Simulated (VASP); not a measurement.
Crystal: BN.

```xyz
2
Lattice="0.0000 1.7809 1.7809 1.7809 0.0000 1.7809 1.7809 1.7809 0.0000" Properties=species:S:1:pos:R:3 pbc="T T T"
B     0.0000    0.0000    0.0000
N     0.8905    0.8905    0.8905
```

Program: VASP 6.6.1. Alike in all runs: task single point; level PBE; potentials or basis VASP PAW PBE potentials, release 64 (B, N); no spin polarisation; cell as given; cutoff (eV) 600; smearing gaussian 0.01 eV.

Order these runs on this cell by their band gap on the k mesh, lowest first.
A. k mesh 3 × 3 × 3
B. k mesh 2 × 2 × 2
C. k mesh 4 × 4 × 4

B (4.13 eV), C (4.48 eV), A (5.72 eV).

Caveats: all runs use coarse meshes.

A k mesh can miss the band edges, odd and even meshes differently.
